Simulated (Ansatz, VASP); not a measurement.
Ta3HN3: VASP beside Ansatz

The input INCAR:

```
  PREC = Accurate
  ENCUT = 520
  EDIFF = 1E-6
  ISMEAR = 0
  SIGMA = 0.1
  LREAL = False
  LASPH = True
  NELM = 150
  ALGO = Normal
  ISIF = 2
  LWAVE = False
  LCHARG = False
  ISPIN = 2
  MAGMOM = 0 0 0 0 0 0 1
  LORBIT = 11
  LMAXMIX = 4
  LDIPOL = True
  IDIPOL = 3
  DIPOL = 0.5 0.5 0.321
  GGA = PE
  NBANDS = 38
```

KPOINTS

```
regular mesh
0
Gamma
  9 9 1
```

File POSCAR:

```
Ta3HN3
1.0
    3.1228193035      0.0000000000      0.0000000000
    0.0000000000      3.1228193035      0.0000000000
    0.0000000000      0.0000000000     21.5908392430
Ta N H
3 3 1
Direct
    0.0000000000      0.0000000000      0.1852637572
    0.5000000000      0.5000000000      0.2890369107
    0.0000000000      0.0000000000      0.3832407719
    0.5000000000      0.5000000000      0.1852637572
    0.0000000000      0.0000000000      0.2843927699
    0.5000000000      0.5000000000      0.3978927890
    0.8750000000      0.8750000000      0.5252616221
```

Input for Ansatz:

```yaml
crystal:
  lattice:
    - [3.1228193035, 0.0, 0.0]
    - [0.0, 3.1228193035, 0.0]
    - [0.0, 0.0, 21.590839243]
  atoms:
    - { symbol: Ta, position: [0.0, 0.0, 0.1852637572] }
    - { symbol: "N", position: [0.5, 0.5, 0.1852637572] }
    - { symbol: Ta, position: [0.5, 0.5, 0.2890369107] }
    - { symbol: "N", position: [0.0, 0.0, 0.2843927699] }
    - { symbol: Ta, position: [0.0, 0.0, 0.3832407719] }
    - { symbol: "N", position: [0.5, 0.5, 0.397892789] }
    - { symbol: H, position: [0.875, 0.875, 0.5252616221], spin: 1.0 }
basis:
  ecutwfc: 420
kpoints:
  mp_grid: { grid: [9, 9, 1] }
hamiltonian:
  xc: pbe
  pseudopotentials: { kind: paw, azcp: { folder: soft_1 } }
scf:
  occupations: { method: gaussian, width: 0.1 }
output:
  forces: true
  eigenvalues: true
  populations: true
magnetization:
  spin_polarized: true
efield:
  axis: 3
  dipole_correction: true
  ramp_width: 0.04
```

Alike in both runs: task single point; functional PBE; k mesh 9 × 9 × 1; occupations gaussian, width 0.1 eV; collinear spin.

```csv
,VASP,Ansatz
version,VASP 6.6.1,Ansatz 0.2.0
potentials or method,"VASP PAW PBE potentials, release 64 (Ta_pv, N, H), cutoff 520 eV","scalar-relativistic, plane waves, PAW"
valence electrons in the cell,49,55
```

|  | VASP | Ansatz | Ansatz less VASP |
| --- | --- | --- | --- |
| gap on the k mesh at the Fermi level (eV) | none | none | - |
| rms of the force components (eV/Å) | 0.507 | 0.509 | +0.0019 |
| net moment per atom (μB) | 0.07 | 0.07 | 0.000 |
| size of the moment on the site where the two differ most (μB) | 0.30 | 0.70 | +0.401 |

Site moments also hang on the region over which each program counts them. A gap of «none» marks a metal or a gap that the smearing closes. VASP's potentials hold 49 valence electrons a cell and Ansatz's 55, so a difference there can come from the potentials and not from the codes.

Spin-orbit coupling is off throughout.
